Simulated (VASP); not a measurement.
# Ir (P6/mmm) in VASP: notebook

The runs below take Ir through single point, with LDA.

All numbers are computed with VASP 6.6.1; they aren't measurements. Logs are shortened: lines on timing, memory, paths and dates and some standing lists are left out, and cuts for length are marked.

### 1 The cell of the first run

It takes space group P6/mmm (No. 191, hexagonal). Conventional cell: a = 3.835 Å, b = 3.835 Å, c = 2.320 Å, α = 90.00°, β = 90.00°, γ = 120.00°. Ir (site symmetry 6/mmm) has 14 Ir at 2.32 to 2.50 Å within 3.1 Å. Ir (site symmetry -6m2) has 11 Ir at 2.21 to 2.50 Å within 2.9 Å.

### 2 Single point, LDA

INCAR

```
PREC = Accurate
ENCUT = 520
EDIFF = 1E-7
ISMEAR = -1
SIGMA = 0.08
LREAL = False
LASPH = True
NELM = 100
ALGO = Normal
ISIF = 2
LWAVE = False
LCHARG = True
LELF = True
LVHAR = True
NBANDS = 20
```

KPOINTS

```
regular mesh
0
Gamma
  10 10 13
```

POSCAR

```
Ir
1.0
    3.8349342154      0.0000000000      0.0000000000
   -1.9174671077      3.3211504524      0.0000000000
    0.0000000000      0.0000000000      2.3198351979
Ir
3
Direct
    0.0000000000      0.0000000000      0.0000000000
    0.3333333333      0.6666666667      0.5000000000
    0.6666666667      0.3333333333      0.5000000000
```

Potentials or basis: VASP PAW LDA potentials, release 64 (Ir).

Started as:

```bash
$ cat potpaw_LDA.64/Ir/POTCAR > POTCAR
$ mpirun -np 1 vasp_std > vasp.out
```

OUTCAR:

```text
PREC = Accurate
   ENCUT = 520
   EDIFF = 1E-7
   ISMEAR = -1
   LREAL = False
   LASPH = True
   NELM = 100
   ISIF = 2

 ion  position               nearest neighbor table
   1  0.000  0.000  0.000-   2 2.50   3 2.50   2 2.50   3 2.50   3 2.50   3 2.50   2 2.50   2 2.50
                             3 2.50   3 2.50   2 2.50   2 2.50
   2  0.333  0.667  0.500-   3 2.21   3 2.21   3 2.21   1 2.50   1 2.50   1 2.50   1 2.50   1 2.50
                             1 2.50   3 3.21   3 3.21   3 3.21   3 3.21   3 3.21   3 3.21
   3  0.667  0.333  0.500-   2 2.21   2 2.21   2 2.21   1 2.50   1 2.50   1 2.50   1 2.50   1 2.50
                             1 2.50   2 3.21   2 3.21   2 3.21   2 3.21   2 3.21   2 3.21

  LATTYP: Found a hexagonal cell.
 ALAT       =     3.8349342154
 C/A-ratio  =     0.6049217712

  Lattice vectors:

 A1 = (   3.8349342154,   0.0000000000,   0.0000000000)
 A2 = (  -1.9174671077,   3.3211504524,   0.0000000000)
 A3 = (   0.0000000000,   0.0000000000,   2.3198351979)

Analysis of symmetry for initial positions (statically):
=====================================================================
 Subroutine PRICEL returns:
 Original cell was already a primitive cell.

 Routine SETGRP: Setting up the symmetry group for a
 hexagonal supercell.

 Subroutine GETGRP returns: Found 24 space group operations
 (whereof 24 operations were pure point group operations)
 out of a pool of 24 trial point group operations.

The static configuration has the point symmetry D_6h.

Analysis of symmetry for dynamics (positions and initial velocities):
=====================================================================
 Subroutine PRICEL returns:
 Original cell was already a primitive cell.

 Routine SETGRP: Setting up the symmetry group for a
 hexagonal supercell.

 Subroutine GETGRP returns: Found 24 space group operations
 (whereof 24 operations were pure point group operations)
 out of a pool of 24 trial point group operations.

The dynamic configuration has the point symmetry D_6h.

 Subroutine INISYM returns: Found 24 space group operations
 (whereof 24 operations are pure point group operations),
 and found     1 'primitive' translations

----------------------------------------------------------------------------------------

                                     Primitive cell

  volume of cell :      29.5463

  direct lattice vectors                    reciprocal lattice vectors
     3.834934215  0.000000000  0.000000000     0.260760666  0.150550241  0.000000000
    -1.917467108  3.321150452  0.000000000     0.000000000  0.301100481  0.000000000
     0.000000000  0.000000000  2.319835198     0.000000000  0.000000000  0.431065104

  length of vectors
     3.834934215  3.834934215  2.319835198     0.301100481  0.301100481  0.431065104

  position of ions in fractional coordinates (direct lattice)
     0.000000000  0.000000000  0.000000000
     0.333333333  0.666666667  0.500000000
     0.666666667  0.333333333  0.500000000

  ion indices of the primitive-cell ions
   primitive index   ion index
                 1           1
                 2           2
                 3           3

----------------------------------------------------------------------------------------

 KPOINTS: regular mesh

Automatic generation of k-mesh.
 Grid dimensions read from file:
 generate k-points for:   10   10   13

 Generating k-lattice:

  Cartesian coordinates                     Fractional coordinates (reciprocal lattice)
     0.026076067  0.015055024  0.000000000     0.100000000 -0.000000000  0.000000000
     0.000000000  0.030110048  0.000000000     0.000000000  0.100000000  0.000000000
     0.000000000  0.000000000  0.033158854     0.000000000  0.000000000  0.076923077

  Length of vectors
     0.030110048  0.030110048  0.033158854

  Shift w.r.t. Gamma in fractional coordinates (k-lattice)
     0.000000000  0.000000000  0.000000000

 Subroutine IBZKPT returns following result:
 ===========================================

 Found     98 irreducible k-points:

 Following reciprocal coordinates:
            Coordinates               Weight
  0.000000  0.000000  0.000000      1.000000
  0.100000 -0.000000  0.000000      6.000000
  0.200000 -0.000000  0.000000      6.000000
  0.300000  0.000000  0.000000      6.000000
  0.400000  0.000000  0.000000      6.000000
  0.500000  0.000000  0.000000      3.000000
[... 16 lines left out ...]
  0.300000  0.100000  0.076923     24.000000
  0.400000  0.100000  0.076923     24.000000
 [... further k-points ...]
   k-points           NKPTS =     98   k-points in BZ     NKDIM =     98   number of bands    NBANDS=     20
   number of dos      NEDOS =    301   number of ions     NIONS =      3
   total plane-waves  NPLWV =  16200
   dimension x,y,z NGX =    30 NGY =   30 NGZ =   18
   dimension x,y,z NGXF=    60 NGYF=   60 NGZF=   36
   ions per type =               3
   NGX,Y,Z   is equivalent  to a cutoff of  13.01, 13.01, 12.90 a.u.
   NGXF,Y,Z  is equivalent  to a cutoff of  26.01, 26.01, 25.80 a.u.
 SYSTEM =  unknown system
   PREC   = accura    normal or accurate (medium, high low for compatibility)
   ISTART =      0    job   : 0-new  1-cont  2-samecut
   ICHARG =      2    charge: 1-file 2-atom 10-const
   ISPIN  =      1    spin polarized calculation?
   LNONCOLLINEAR =      F non collinear calculations
   LSORBIT =      F    spin-orbit coupling
   LASPH  =      T    aspherical Exc in radial PAW
   ENCUT  =  520.0 eV  38.22 Ry    6.18 a.u.   7.13  7.13  4.31*2*pi/ulx,y,z
   NELM   =    100;   NELMIN=  2; NELMDL= -5     # of ELM steps
   EDIFF  = 0.1E-06   stopping-criterion for ELM
   LREAL  =      F    real-space projection
   EDIFFG = 0.1E-05   stopping-criterion for IOM
   NSW    =      0    number of steps for IOM
   IBRION =     -1    ionic relax: 0-MD 1-quasi-New 2-CG
   NFREE  =      0    steps in history (QN), initial steepest desc. (CG)
   ISIF   =      2    stress and relaxation
   ISYM   =      2    0-nonsym 1-usesym 2-fastsym
   POTIM  = 0.5000    time-step for ionic-motion
   TEBEG  =    0.0;   TEEND  =   0.0 temperature during run
   PSTRESS=    0.0 pullay stress
   NELECT =      27.0000    total number of electrons
   NUPDOWN=      -1.0000    fix difference up-down
   EMIN   =  10.00;   EMAX   =-10.00  energy-range for DOS
   EFERMI =   0.00;   METHOD = LEGACY
   ISMEAR =    -1;   SIGMA  =   0.08  broadening in eV -4-tet -1-fermi 0-gaus
   EFERMI_NEDOS =   21; number of points for ismear=-14 and -15
   IALGO  =     38    algorithm
   IMIX   =      4    mixing-type and parameters
     AMIX     =   0.40;   BMIX     =  1.00
     AMIX_MAG =   1.60;   BMIX_MAG =  1.00
  volume/ion in A,a.u.               =       9.85        66.46
  Fermi-wavevector in a.u.,A,eV,Ry     =   1.588650  3.002113 34.338502  2.523809
  Thomas-Fermi vector in A             =   2.687621
   LORBIT       =      0    0 simple, 1 ext, 2 COOP (PROOUT), +10 PAW based schemes
   GGA     = CA    functional components
   LHFCALC =     F    Hartree Fock is set to
   AEXX    =    0.0000 exact exchange contribution
   IVDW    =     0    specifies the selected vdW correction
   LEPSILON=     F    determine dielectric tensor
   LRPA    =     F    only Hartree local field effects (RPA)
 non-spin polarized calculation
  energy-cutoff  :      520.00
  volume of cell :       29.55
 maximum number of plane-waves:       808
 NGX is ok and might be reduce to    30
   NGX = 15   NGY = 15   NGZ =  9

 number of electron      27.0000001 magnetization

 Free energy of the ion-electron system (eV)
  ---------------------------------------------------
  ext. energy  EPLUGINS =         0.00000000
  ---------------------------------------------------
  free energy    TOTEN  =       -19.62410820 eV

  energy without entropy =      -19.56548970  energy(sigma->0) =      -19.59479895

 E-fermi :  17.9264     XC(G=0): -16.2884

 val. band max:       17.9150443056   @ k =   0.3000   0.1000   0.2308
 cond. band min:      17.9287745077   @ k =   0.4000   0.0000   0.2308
 fundamental gap:      0.0137302021
 Fermi energy:        17.9263787739

 k-point     1 :       0.0000    0.0000    0.0000
  band No.  band energies     occupation
      1       2.6492      2.00000
      2       5.4529      2.00000
      3       9.5029      2.00000
      4      10.4082      2.00000
      5      10.4082      2.00000
      6      10.4943      2.00000
[... 12 lines left out ...]
     19      29.6985      0.00000
     20      29.6985      0.00000

 k-point     2 :       0.1000   -0.0000    0.0000
  band No.  band energies     occupation
      1       2.8918      2.00000
      2       5.5483      2.00000
      3       8.8719      2.00000
      4       9.4479      2.00000
      5       9.5814      2.00000
      6      10.4840      2.00000
[... 12 lines left out ...]
     19      27.9967      0.00000
     20      28.6072      0.00000

 k-point     3 :       0.2000   -0.0000    0.0000
  band No.  band energies     occupation
      1       3.5742      2.00000
      2       5.7898      2.00000
      3       7.5441      2.00000
      4       8.8914      2.00000
      5       8.9812      2.00000
      6      10.2912      2.00000
[... 12 lines left out ...]
     19      28.4260      0.00000
     20      29.4146      0.00000

 k-point     4 :       0.3000    0.0000    0.0000
  band No.  band energies     occupation
      1       4.5465      2.00000
      2       5.7780      2.00000
      3       6.8383      2.00000
      4       8.3785      2.00000
      5       8.6555      2.00000
      6       9.8753      2.00000
[... 12 lines left out ...]
     19      29.1560      0.00000
     20      31.1838      0.00000

 k-point     5 :       0.4000    0.0000    0.0000
  band No.  band energies     occupation
      1       5.0707      2.00000
      2       5.7539      2.00000
      3       7.0315      2.00000
      4       8.0457      2.00000
      5       8.5564      2.00000
      6       9.3158      2.00000
[... 12 lines left out ...]
     19      30.0585      0.00000
     20      31.6293      0.00000
[... 353 lines left out ...]
      6      10.5936      2.00000
[... 12 lines left out ...]
     19      28.4131      0.00000
     20      29.1525      0.00000

 k-point    22 :       0.2000    0.1000    0.0769
  band No.  band energies     occupation
      1       4.4329      2.00000
      2       6.2842      2.00000
      3       7.1740      2.00000
      4       7.8099      2.00000
      5       9.3967      2.00000
      6      10.4634      2.00000
[... 12 lines left out ...]
     19      29.3776      0.00000
     20      30.3421      0.00000

 k-point    23 :       0.3000    0.1000    0.0769
  band No.  band energies     occupation
      1       5.2939      2.00000
      2       5.8555      2.00000
      3       7.1419      2.00000
      4       7.7382      2.00000
      5       9.0171      2.00000
      6       9.9119      2.00000
[... 12 lines left out ...]
     19      30.1381      0.00000
     20      32.1707      0.00000

 k-point    24 :       0.4000    0.1000    0.0769
  band No.  band energies     occupation
      1       5.1603      2.00000
      2       6.3350      2.00000
      3       7.0760      2.00000
      4       8.2709      2.00000
      5       8.6959      2.00000
      6       9.2111      2.00000
[... 12 lines left out ...]
     19      30.7009      0.00000
     20      32.6954      0.00000

 [... further k-points ...]
[... 5 lines left out ...]
  --------------------------------------------------------------------------------------
  -------------------------------------------------------------------------------------
  Total       64.3666684     64.3666684     64.6136487      0.0000000      0.0000000      0.0000000
  in kB     3490.3422227   3490.3422228   3503.7349602      0.0000000      0.0000000      0.0000000
  external PRESSURE =    3494.8064686 kB  Pullay stress =       0.0000000 kB

 VOLUME and BASIS-vectors are now :
 -----------------------------------------------------------------------------
  energy-cutoff  :      520.00
  volume of cell :       29.55
      direct lattice vectors                 reciprocal lattice vectors
     3.834934215  0.000000000  0.000000000     0.260760666  0.150550241  0.000000000
    -1.917467108  3.321150452  0.000000000     0.000000000  0.301100481  0.000000000
     0.000000000  0.000000000  2.319835198     0.000000000  0.000000000  0.431065104

 POSITION                                       TOTAL-FORCE (eV/Angst)
 -----------------------------------------------------------------------------------
      0.00000      0.00000      0.00000         0.000000      0.000000      0.000000
     -0.00000      2.21410      1.15992         0.000000      0.000000     -0.000000
      1.91747      1.10705      1.15992        -0.000000     -0.000000      0.000000
 -----------------------------------------------------------------------------------
    total drift:                               -0.000000      0.000000      0.000000

  FREE ENERGIE OF THE ION-ELECTRON SYSTEM (eV)
  ---------------------------------------------------
  free  energy   TOTEN  =       -19.6241082002 eV

  energy  without entropy=      -19.5654896988  energy(sigma->0) =      -19.59479895
```

Run time: 34 s. Hardware: 1 thread of AMD EPYC 9R45 (Zen 5), shared host; peak memory 0.13 GiB.

Results:

```yaml
Free_energy: -19.6241 eV
Pressure: 349.5 GPa
```

Stress tensor (GPa, compression positive):
```
349.03   0.00   0.00
  0.00 349.03   0.00
  0.00   0.00 350.37
```

Levels at points of the mesh, in eV from the Fermi level:
```
           k point  band 10  band 11  band 12  band 13  band 14  band 15  band 16  band 17  band 18  band 19
(0.00, 0.00, 0.00)    -5.59    -3.59    -3.59    -3.58    -3.58     2.49     2.49     9.18    10.48    11.77
(0.50, 0.00, 0.00)    -3.10    -3.06    -0.93    -0.64     0.36     0.60     0.66     0.78     2.44    12.74
```

Caveat: spin-orbit coupling is left out, which moves the levels of the heavy elements.

### 3 Single point, LDA

INCAR

```
SYSTEM = Ir
  PREC = Accurate
  ENCUT = 520
  EDIFF = 1E-6
  ISMEAR = -1
  SIGMA = 0.08
  LREAL = .FALSE.
  LASPH = .TRUE.
  NELM = 80
  ALGO = Normal
  ISIF = 2
  LWAVE = .FALSE.
  LCHARG = .FALSE.
  NBANDS = 20
```

KPOINTS

```
Automatic mesh
0
G
  10 10 13
  0 0 0
```

POSCAR

```
Ir
1.0
    3.8340747404      0.0000000000      0.0000000000
   -1.9170373702      3.3204061252      0.0000000000
    0.0000000000      0.0000000000      2.3194700007
Ir
3
Direct
    0.0000000000      0.0000000000      0.0000000000
    0.3333333333      0.6666666667      0.5000000000
    0.6666666667      0.3333333333      0.5000000000
```

Potentials or basis: VASP PAW LDA potentials, release 64 (Ir).

Started as:

```bash
$ cat potpaw_LDA.64/Ir/POTCAR > POTCAR
$ mpirun -np 1 vasp_std > vasp.out
```

It took 31 s on 1 thread of AMD EPYC 9R45 (Zen 5), shared host; peak memory 0.13 GiB.

The run converged. Its results:

```
Free energy : -19.5850 eV
Pressure    : 350.5 GPa
```

Stress tensor (GPa, compression positive):
```
350.13   0.00   0.00
  0.00 350.13   0.00
  0.00   0.00 351.31
```

Levels at points of the mesh, in eV from the Fermi level:
```csv
k point,band 10,band 11,band 12,band 13,band 14,band 15,band 16,band 17,band 18,band 19
"(0.00, 0.00, 0.00)",-5.60,-3.59,-3.59,-3.59,-3.59,2.50,2.50,9.19,10.49,11.78
"(0.50, 0.00, 0.00)",-3.10,-3.06,-0.93,-0.64,0.36,0.60,0.66,0.78,2.44,12.75
```

Caveat: spin-orbit coupling is left out, which moves the levels of the heavy elements.

(Part 1 of 2 ends here.)
